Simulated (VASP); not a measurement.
# ZrB (R-3m) in VASP: notebook, part 2 of 3

VASP 6.6.1.

## 3. Relaxation of cell and atoms, PBE

This run uses another cell than the first one, of 11.51 Å³/atom.

The input, INCAR:

```
SYSTEM = ZrB
PREC = Accurate
ENCUT = 600
EDIFF = 1E-6
ISMEAR = 0
SIGMA = 0.2
LREAL = .False.
LASPH = .True.
NELM = 60
ALGO = Normal
ISIF = 3
LWAVE = .False.
LCHARG = .False.
GGA = PE
IBRION = 2
NSW = 36
EDIFFG = -0.08
```

The input, KPOINTS:

```
regular mesh
0
Gamma
  7 7 7
  0 0 0
```

The input, POSCAR:

```
ZrB
1.0
    1.5623114200      0.9020009200      5.4433883700
   -1.5623114200      0.9020009200      5.4433883700
    0.0000000000     -1.8040018400      5.4433883700
Zr B
2 2
Direct
    0.9046298900      0.9046298900      0.9046298900
    0.0953701100      0.0953701100      0.0953701100
    0.6305913300      0.6305913300      0.6305913300
    0.3694086700      0.3694086700      0.3694086700
```

Potentials or basis: VASP PAW PBE potentials, release 64 (Zr_sv, B).

Launch:

```
$ cat potpaw_PBE.64/Zr_sv/POTCAR potpaw_PBE.64/B/POTCAR > POTCAR
$ mpirun -np 1 vasp_std > vasp.out
```

OUTCAR:

```text
SYSTEM = ZrB
   PREC = Accurate
   ENCUT = 600
   EDIFF = 1E-6
   ISMEAR = 0
   LREAL = .False.
   LASPH = .True.
   NELM = 60
   ISIF = 3
   GGA = PE
   IBRION = 2
   NSW = 36
   EDIFFG = -0.08

 ion  position               nearest neighbor table
   1  0.905  0.905  0.905-   3 2.05   3 2.05   3 2.05   4 2.80   4 2.80   4 2.80   2 2.95   2 2.95
                             2 2.95   2 3.11
   2  0.095  0.095  0.095-   4 2.05   4 2.05   4 2.05   3 2.80   3 2.80   3 2.80   1 2.95   1 2.95
                             1 2.95   1 3.11
   3  0.631  0.631  0.631-   1 2.05   1 2.05   1 2.05   4 2.15   4 2.15   4 2.15   2 2.80   2 2.80
                             2 2.80
   4  0.369  0.369  0.369-   2 2.05   2 2.05   2 2.05   3 2.15   3 2.15   3 2.15   1 2.80   1 2.80
                             1 2.80

  LATTYP: Found a trigonal (rhomboedric) cell.
 ALAT       =     5.7345356900
 COS(alpha) =     0.8515539346

  Lattice vectors:

 A1 = (   1.5623114200,   0.9020009200,   5.4433883700)
 A2 = (  -1.5623114200,   0.9020009200,   5.4433883700)
 A3 = (   0.0000000000,  -1.8040018400,   5.4433883700)

Analysis of symmetry for initial positions (statically):
=====================================================================
 Subroutine PRICEL returns:
 Original cell was already a primitive cell.

 Routine SETGRP: Setting up the symmetry group for a
 trigonal (rhombohedral) supercell.

 Subroutine GETGRP returns: Found 12 space group operations
 (whereof 12 operations were pure point group operations)
 out of a pool of 12 trial point group operations.

The static configuration has the point symmetry D_3d.

Analysis of symmetry for dynamics (positions and initial velocities):
=====================================================================
 Subroutine PRICEL returns:
 Original cell was already a primitive cell.

 Routine SETGRP: Setting up the symmetry group for a
 trigonal (rhombohedral) supercell.

 Subroutine GETGRP returns: Found 12 space group operations
 (whereof 12 operations were pure point group operations)
 out of a pool of 12 trial point group operations.

The dynamic configuration has the point symmetry D_3d.

 Subroutine INISYM returns: Found 12 space group operations
 (whereof 12 operations are pure point group operations),
 and found     1 'primitive' translations

----------------------------------------------------------------------------------------

                                     Primitive cell

  volume of cell :      46.0251

  direct lattice vectors                    reciprocal lattice vectors
     1.562311420  0.902000920  5.443388370     0.320038626  0.184774387  0.061236368
    -1.562311420  0.902000920  5.443388370    -0.320038626  0.184774387  0.061236368
     0.000000000 -1.804001840  5.443388370     0.000000000 -0.369548773  0.061236368

  length of vectors
     5.734535690  5.734535690  5.734535690     0.374588025  0.374588025  0.374588025

  position of ions in fractional coordinates (direct lattice)
     0.904629890  0.904629890  0.904629890
     0.095370110  0.095370110  0.095370110
     0.630591330  0.630591330  0.630591330
     0.369408670  0.369408670  0.369408670

  ion indices of the primitive-cell ions
   primitive index   ion index
                 1           1
                 2           2
                 3           3
                 4           4

----------------------------------------------------------------------------------------

 KPOINTS: regular mesh

Automatic generation of k-mesh.
 Grid dimensions read from file:
[... 23 lines left out ...]
  0.142857  0.000000 -0.000000      6.000000
  0.285714 -0.000000  0.000000      6.000000
  0.428571  0.000000  0.000000      6.000000
  0.142857  0.142857 -0.000000      6.000000
  0.285714  0.142857  0.000000     12.000000
[... 16 lines left out ...]
  0.285714  0.285714  0.142857      6.000000
  0.428571  0.285714  0.142857     12.000000
 [... further k-points ...]
   k-points           NKPTS =     44   k-points in BZ     NKDIM =     44   number of bands    NBANDS=     19
   number of dos      NEDOS =    301   number of ions     NIONS =      4
   total plane-waves  NPLWV = 110592
   dimension x,y,z NGX =    48 NGY =   48 NGZ =   48
   dimension x,y,z NGXF=    96 NGYF=   96 NGZF=   96
   ions per type =               2   2
   NGX,Y,Z   is equivalent  to a cutoff of  13.92, 13.92, 13.92 a.u.
   NGXF,Y,Z  is equivalent  to a cutoff of  27.83, 27.83, 27.83 a.u.
 SYSTEM =  ZrB
   PREC   = accura    normal or accurate (medium, high low for compatibility)
   ISTART =      0    job   : 0-new  1-cont  2-samecut
   ICHARG =      2    charge: 1-file 2-atom 10-const
   ISPIN  =      1    spin polarized calculation?
   LNONCOLLINEAR =      F non collinear calculations
   LSORBIT =      F    spin-orbit coupling
   LASPH  =      T    aspherical Exc in radial PAW
   ENCUT  =  600.0 eV  44.10 Ry    6.64 a.u.  11.45 11.45 11.45*2*pi/ulx,y,z
   NELM   =     60;   NELMIN=  2; NELMDL= -5     # of ELM steps
   EDIFF  = 0.1E-05   stopping-criterion for ELM
   LREAL  =      F    real-space projection
   EDIFFG = -.8E-01   stopping-criterion for IOM
   NSW    =     36    number of steps for IOM
   IBRION =      2    ionic relax: 0-MD 1-quasi-New 2-CG
   NFREE  =      1    steps in history (QN), initial steepest desc. (CG)
   ISIF   =      3    stress and relaxation
   ISYM   =      2    0-nonsym 1-usesym 2-fastsym
   POTIM  = 0.5000    time-step for ionic-motion
   TEBEG  =    0.0;   TEEND  =   0.0 temperature during run
   PSTRESS=    0.0 pullay stress
   NELECT =      30.0000    total number of electrons
   NUPDOWN=      -1.0000    fix difference up-down
   EMIN   =  10.00;   EMAX   =-10.00  energy-range for DOS
   EFERMI =   0.00;   METHOD = LEGACY
   ISMEAR =     0;   SIGMA  =   0.20  broadening in eV -4-tet -1-fermi 0-gaus
   EFERMI_NEDOS =   21; number of points for ismear=-14 and -15
   IALGO  =     38    algorithm
   IMIX   =      4    mixing-type and parameters
     AMIX     =   0.40;   BMIX     =  1.00
     AMIX_MAG =   1.60;   BMIX_MAG =  1.00
  volume/ion in A,a.u.               =      11.51        77.65
  Fermi-wavevector in a.u.,A,eV,Ry     =   1.419439  2.682352 27.413131  2.014808
  Thomas-Fermi vector in A             =   2.540460
   LORBIT       =      0    0 simple, 1 ext, 2 COOP (PROOUT), +10 PAW based schemes
   GGA     = PE    functional components
   LHFCALC =     F    Hartree Fock is set to
   AEXX    =    0.0000 exact exchange contribution
   IVDW    =     0    specifies the selected vdW correction
   LEPSILON=     F    determine dielectric tensor
   LRPA    =     F    only Hartree local field effects (RPA)
 conjugate gradient relaxation of ions
 non-spin polarized calculation
 Gauss-broadening in eV      SIGMA  =   0.20
  energy-cutoff  :      600.00
  volume of cell :       46.03
 maximum number of plane-waves:      1564
 NGX is ok and might be reduce to    48
   NGX = 23   NGY = 23   NGZ = 23

--------------------------------------- Ionic step        1  -------------------------------------------

 number of electron      30.0000000 magnetization

 Free energy of the ion-electron system (eV)
  ---------------------------------------------------
  ext. energy  EPLUGINS =         0.00000000
  ---------------------------------------------------
  free energy    TOTEN  =       -26.40108657 eV

  energy without entropy =      -26.35079375  energy(sigma->0) =      -26.37594016

 E-fermi :  11.1237     XC(G=0): -12.5761

 val. band max:       11.1184103321   @ k =  -0.4286   0.1429   0.0000
 cond. band min:      11.1268021897   @ k =  -0.2857   0.2857   0.2857
 fundamental gap:      0.0083918575
 Fermi energy:        11.1236870149

 k-point     1 :       0.0000    0.0000    0.0000
  band No.  band energies     occupation
      1     -36.4117      2.00000
      2     -36.1753      2.00000
      3     -15.4693      2.00000
      4     -14.0883      2.00000
      5     -14.0883      2.00000
      6     -14.0295      2.00000
[... 626 lines left out ...]
  FREE ENERGIE OF THE ION-ELECTRON SYSTEM (eV)
  ---------------------------------------------------
  free  energy   TOTEN  =       -30.6551296643 eV

  energy  without entropy=      -30.5980217972  energy(sigma->0) =      -30.62657573

[... ionic steps 4 to 12 ...]

--------------------------------------- Ionic step       13  -------------------------------------------

 number of electron      30.0000000 magnetization

------------------------ aborting loop because EDIFF is reached ----------------------------------------
[... 71 lines left out ...]
--------------------------------------- Ionic step       15  -------------------------------------------

 number of electron      30.0000000 magnetization

 Free energy of the ion-electron system (eV)
  ---------------------------------------------------
  ext. energy  EPLUGINS =         0.00000000
  ---------------------------------------------------
  free energy    TOTEN  =       -33.37398913 eV

  energy without entropy =      -33.34305969  energy(sigma->0) =      -33.35852441

 E-fermi :   9.2300     XC(G=0): -11.6973

 val. band max:        9.1868722917   @ k =  -0.1429   0.1429   0.0000
 cond. band min:       9.2355833589   @ k =  -0.2857   0.2857   0.0000
 fundamental gap:      0.0487110672
 Fermi energy:         9.2299846150

 k-point     1 :       0.0000    0.0000    0.0000
  band No.  band energies     occupation
      1     -39.3044      2.00000
      2     -39.2579      2.00000
      3     -17.7601      2.00000
      4     -17.2534      2.00000
      5     -16.9118      2.00000
      6     -16.9118      2.00000
[... 550 lines left out ...]
  FREE ENERGIE OF THE ION-ELECTRON SYSTEM (eV)
  ---------------------------------------------------
  free  energy   TOTEN  =       -33.3739891283 eV

  energy  without entropy=      -33.3430596942  energy(sigma->0) =      -33.35852441

 reached required accuracy - stopping structural energy minimisation
```

It took 38 min on 1 thread of Intel Xeon Platinum 8375C at 2.90GHz (Ice Lake), shared host; peak memory 0.36 GiB.

What came out:

| Property | Result |
| --- | --- |
| Free energy | -33.3740 eV |
| Relaxed volume | 13.90 Å³/atom |
| Relaxed cell | a = 6.574 Å, b = 6.574 Å, c = 6.574 Å, α = 28.09°, β = 28.09°, γ = 28.09° |
| Space group after relaxing (to 0.1 Å) | R-3m (No. 166) |
| Energy gained by relaxing | 1743.2 meV/atom |
| Ionic steps | 15 |
| Pressure after relaxing | 0.0 GPa |
| Largest force after relaxing | 0.047 eV/Å |
| Band gap on the k mesh | zero (bands 15 and 16 overlap by 1.37 eV) |

Forces in eV/Å, atoms in the order of the input:
```
Zr   0.000  0.000  0.047
Zr   0.000  0.000 -0.047
B    0.000  0.000 -0.011
B    0.000  0.000  0.011
```

Step by step:
| step | energy change (eV) | largest force (eV/Å) | pressure (GPa) | volume (Å³) |
| --- | --- | --- | --- | --- |
| 1 | 0.0000 | 8.5253 | 64.08 | 46.03 |
| 2 | -0.7827 | 2.8976 | -28.31 | 83.67 |
| 3 | -4.2540 | 2.8201 | -11.16 | 61.54 |
| 4 | -4.2900 | 3.1161 | -8.25 | 60.20 |
| 5 | -4.2924 | 3.2922 | -6.47 | 59.46 |
| 6 | -5.7108 | 2.5047 | -5.69 | 57.66 |
| 7 | -5.2728 | 4.8257 | 24.46 | 52.15 |
| 8 | -6.7043 | 0.6778 | -1.33 | 55.75 |
| 9 | -6.8058 | 0.4902 | 2.71 | 54.83 |
| 10 | -6.8917 | 0.8421 | -1.82 | 56.25 |
| 11 | -6.9335 | 0.6875 | -0.53 | 55.76 |
| 12 | -6.9687 | 0.2183 | 0.81 | 55.34 |
| 13 | -6.9710 | 0.0644 | 1.29 | 55.20 |
| 14 | -6.9699 | 0.1110 | -1.66 | 56.14 |
| 15 | -6.9729 | 0.0474 | -0.05 | 55.62 |

Final structure:
```
Zr B
1.0
     1.59506    0.92091    6.31030
    -1.59506    0.92091    6.31030
     0.00000   -1.84182    6.31030
Zr B
2 2
Direct
  0.90874 0.90874 0.90874
  0.09126 0.09126 0.09126
  0.66646 0.66646 0.66646
  0.33354 0.33354 0.33354
```

Caveat: the volume moved by over 15 % at a fixed basis, so the end points are rough; the relaxation stopped at a loose force limit of 0.08 eV/Å, so its end isn't a converged minimum.

[end of part 2 of 3]

The gap in the log of VASP goes by the Fermi energy; the results here count the filled bands.